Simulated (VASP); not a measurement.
**Ta3N: single point with LDA**

Crystal: Ta3N.

```xyz
4
Lattice="3.0119 0.0000 0.0000 -1.5059 2.6084 0.0000 0.0000 0.0000 7.4736" Properties=species:S:1:pos:R:3 pbc="T T T"
Ta    1.5059    0.8695    6.1737
Ta    0.0000    1.7389    1.2999
Ta    0.0000    0.0000    3.7368
N     0.0000    0.0000    0.0000
```

This cell differs from its parent crystal: volume scaled by 0.98.

```yaml
Program: VASP 6.6.1
Task: single point
Functional: LDA
Potentials_or_basis: VASP PAW LDA potentials, release 64 (Ta_pv, N)
Cutoff: 520 eV
k_mesh: 10 × 10 × 4
Occupations: fermi-dirac, width 0.05 eV
Spin: no spin polarisation
Dipole_correction: no
Further_INCAR_settings: ALGO = Normal; EDIFF = 1e-07; NBANDS = 27
```

```yaml
Pressure: -7.5 GPa
Largest_force: 0.350 eV/Å
Band_gap_on_the_k_mesh: zero (band 19 reaches 7.18 eV, above the bottom of band 20 at 6.46 eV)
```

Forces in eV/Å, atoms in the order of the input:
```
Ta   0.000  0.000  0.350
Ta   0.000  0.000 -0.350
Ta   0.000  0.000  0.000
N    0.000  0.000  0.000
```

Stress tensor (GPa, compression positive):
```
-7.82  0.00  0.00
 0.00 -7.82  0.00
 0.00  0.00 -6.86
```

Levels at points of the mesh, in eV from the Fermi level:
```csv
k point,band 15,band 16,band 17,band 18,band 19,band 20,band 21,band 22,band 23,band 24
"(0.00, 0.00, 0.00)",-3.56,-1.26,-0.53,-0.53,-0.35,0.23,0.23,0.95,1.86,1.86
"(0.50, 0.00, 0.00)",-3.82,-3.15,-1.08,-0.51,0.21,0.65,1.01,3.54,4.12,4.41
"(0.00, 0.00, 0.50)",-3.63,-1.25,-1.13,-0.31,-0.31,0.51,0.51,1.23,1.25,1.25
"(0.50, 0.00, 0.50)",-3.70,-2.95,-1.26,-1.22,0.25,0.98,1.23,2.42,4.46,4.53
```

Run time: 110 s on 1 thread of Intel(R) Xeon(R) Platinum 8259CL CPU @ 2.50GHz (Skylake/Cascade Lake) (shared host), peak memory 0.2 GiB.

Caveat: spin-orbit coupling is left out, which moves the levels of the heavy elements.
